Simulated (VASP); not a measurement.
A run of VASP 6.6.1 is set up as follows.

Contents of INCAR:

```
PREC     = Accurate       # precision mode
ENCUT    = 520            # plane-wave cutoff, eV
EDIFF    = 1E-7           # SCF threshold, eV
ISMEAR   = 0              # smearing method
SIGMA    = 0.02           # smearing width, eV
LREAL    = F              # projectors in reciprocal space
LASPH    = T              # aspherical terms in the spheres
NELM     = 60             # most SCF steps
ALGO     = Normal         # electronic algorithm
ISIF     = 2              # what is computed and relaxed
LWAVE    = F              # write WAVECAR
LCHARG   = T              # write CHGCAR
LELF     = T              # ELF
LVHAR    = T            
NBANDS   = 10             # bands
```

KPOINTS

```
regular mesh
0
Gamma
  6 6 6
```

Contents of POSCAR:

```
H
1.0
    2.6234813799     -2.5669048168      0.0000000000
    2.6234813799      2.5669048168      0.0000000000
    0.0000000000      0.0000000000      4.1418180000
H
4
Direct
    0.9532956300      0.0467043700      0.0685088900
    0.4532956300      0.5467043700      0.4314911100
    0.5467043700      0.4532956300      0.5685088900
    0.0467043700      0.9532956300      0.9314911100
```

Potentials or basis: VASP PAW LDA potentials, release 64 (H).

The run is started by

```console
$ cat potpaw_LDA.64/H/POTCAR > POTCAR
$ mpirun -np 1 vasp_std > vasp.out
```

**Question.** Estimate the largest force.

**Answer.** 0.923 eV/Å.

**Question.** Predict the band gap on the k mesh.

**Answer.** 8.69 eV, indirect (least direct gap 9.35 eV).

**Question.** Estimate the pressure.

**Answer.** 0.6 GPa.

Stress tensor (GPa, compression positive):
```
-0.70  0.00  0.00
 0.00  0.83  0.00
 0.00  0.00  1.57
```

A k mesh can miss the band edges.
